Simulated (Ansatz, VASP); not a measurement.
**Two plane-wave programs on K**

INCAR

```
ALGO = Fast
EDIFF = 1E-6
ENCUT = 520
GGA = PE
ISIF = 2
ISMEAR = 0
IVDW = 12
LASPH = T
LCHARG = F
LREAL = F
LWAVE = F
NBANDS = 10
NELM = 80
PREC = Accurate
SIGMA = 0.15
```

The input KPOINTS:

```
k-points
0
Gamma
  12 12 12
```

Contents of POSCAR:

```
K
1.0
    0.0000000000      3.4427509103      3.4936290025
    3.4427509103      0.0000000000      3.4936290025
    3.4427509103      3.4427509103      0.0000000000
K
1
Direct
    0.0000000000      0.0000000000      0.0000000000
```

Input for Ansatz:

```yaml
crystal:
  lattice:
    - [0.0, 3.4427509103, 3.4936290025]
    - [3.4427509103, 0.0, 3.4936290025]
    - [3.4427509103, 3.4427509103, 0.0]
  atoms:
    - { symbol: K, position: [0.0, 0.0, 0.0] }
basis:
  ecutwfc: 420
kpoints:
  mp_grid: { grid: [12, 12, 12] }
hamiltonian:
  xc: pbe
  dispersion: d3bj
scf:
  occupations: { method: gaussian, width: 0.15 }
output:
  forces: true
  stress: true
  eigenvalues: true
```

Change from the starting cell: strain +0.015 along x and y, +0.030 along z, atoms carried along.

Alike in both runs: task single point; functional PBE; dispersion D3(BJ); k mesh 12 × 12 × 12; occupations gaussian, width 0.15 eV; no spin polarisation.

```csv
,VASP,Ansatz
version,VASP 6.6.1,Ansatz 0.2.0
potentials or method,"VASP PAW PBE potentials, release 64 (K_sv), cutoff 520 eV","scalar-relativistic, plane waves, PAW"
valence electrons in the cell,9,9
```

|  | VASP | Ansatz | Ansatz less VASP |
| --- | --- | --- | --- |
| gap on the k mesh at the Fermi level (eV) | none | none | - |
| pressure (GPa) | -0.5 | -0.5 | +0.01 |

A gap of «none» marks a metal or a gap that the smearing closes.
